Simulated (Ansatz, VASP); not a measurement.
## Cd: VASP beside Ansatz

```xyz
1
Lattice="1.6341 0.9435 2.4732 -1.6341 0.9435 2.4732 0.0000 -1.8869 2.4732" Properties=species:S:1:pos:R:3 pbc="T T T"
Cd    0.0000    0.0000    0.0000
```

Change from the starting cell: the structure that the rattled cell fell into.

Alike in both runs: task single point; functional PBE; k mesh 6 × 6 × 6; occupations gaussian, width 0.1 eV; no spin polarisation.

```csv
,VASP,Ansatz
version,VASP 6.6.1,Ansatz 0.2.0
potentials or method,"VASP PAW PBE potentials, release 64 (Cd), cutoff 520 eV","scalar-relativistic, plane waves, PAW"
valence electrons in the cell,12,20
```

Ansatz gave:

```
gap on the k mesh at the Fermi level (eV)                     : none
pressure (GPa)                                                : 1.0
traceless stress, the component that is largest in VASP (GPa) : -5.28
```

What did VASP give for the same quantities?

gap on the k mesh at the Fermi level (eV): none; pressure (GPa): 1.3; traceless stress, the component that is largest in VASP (GPa): -5.25.

A gap of «none» marks a metal or a gap that the smearing closes. VASP's potentials hold 12 valence electrons a cell and Ansatz's 20, so a difference there can come from the potentials and not from the codes.

The k mesh is coarse, so the values compare programs but aren't converged.
